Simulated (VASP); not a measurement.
Input of a VASP 6.6.1 run:

INCAR

```
SYSTEM = C20Cl
PREC = Accurate
ENCUT = 520
EDIFF = 1E-7
ISMEAR = 0
SIGMA = 0.1
LREAL = .False.
LASPH = .True.
NELM = 120
ALGO = Normal
ISIF = 2
LWAVE = .False.
LCHARG = .False.
LDIPOL = .True.
IDIPOL = 3
DIPOL = 0.5 0.5 0.326
GGA = PE
IBRION = 2
NSW = 36
EDIFFG = -0.025
GGA_COMPAT = .False.
NELMIN = 4
NELMDL = -8
KPAR = 4
```

The input KPOINTS:

```
regular mesh
0
Gamma
  4 3 1
  0 0 0
```

File POSCAR:

```
C20Cl
1.0
    8.5436715405      0.0000000000      0.0000000000
   -2.1359178851      8.6110540208      0.0000000000
    0.0000000000      0.0000000000     20.2788010925
C Cl
20 1
Selective dynamics
Direct
    0.0782061927      0.9794914374      0.1972503198  F F F
    0.5782061927      0.9794914374      0.1972503198  F F F
    0.4115395260      0.9794914374      0.1972503198  F F F
    0.9115395260      0.9794914374      0.1972503198  F F F
    0.3230790521      0.9589828748      0.2574344476  F F F
    0.8230790520      0.9589828748      0.2574344476  F F F
    0.1564123854      0.9589828748      0.2574344476  F F F
    0.6564123854      0.9589828748      0.2574344476  F F F
    0.0669021097      0.9383827631      0.3175270290  F F F
    0.5669021097      0.9383827631      0.3175270290  F F F
    0.4022889442      0.9383825652      0.3175270320  F F F
    0.9022889442      0.9383825652      0.3175270320  F F F
    0.3111130079      0.9176685367      0.3778997893  F F F
    0.8111130079      0.9176685367      0.3778997893  F F F
    0.1477209542      0.9176685463      0.3778997009  F F F
    0.6477209542      0.9176685463      0.3778997009  F F F
    0.0473696108      0.8987953018      0.4329048139  F F F
    0.5473696108      0.8987953018      0.4329048139  F F F
    0.4020260800      0.8987945823      0.4329053307  F F F
    0.9020260800      0.8987945823      0.4329053307  F F F
    0.2973696108      0.8987953018      0.5134767134  F F T
```

Potentials or basis: VASP PAW PBE potentials, release 64 (C, Cl).

Run with:

```console
$ cat potpaw_PBE.64/C/POTCAR potpaw_PBE.64/Cl/POTCAR > POTCAR
$ mpirun -np 4 vasp_std > vasp.out
```

**Question.** Estimate the energy gained by relaxing.

**Answer.** 0.8 meV/atom.

**Question.** Predict the band gap on the k mesh.

**Answer.** Zero (an odd number of electrons rules out a gap without spin polarisation).

The path:
```tsv
step	energy change (eV)	largest force on free atoms (eV/Å)	pressure (GPa)
1	0.0000	0.5865	-0.07
2	-0.0126	0.2983	-0.04
3	-0.0166	0.0020	-0.01
```

Caveat: an odd number of electrons without spin polarisation forces a metal; a magnetic or distorted state may lie lower.
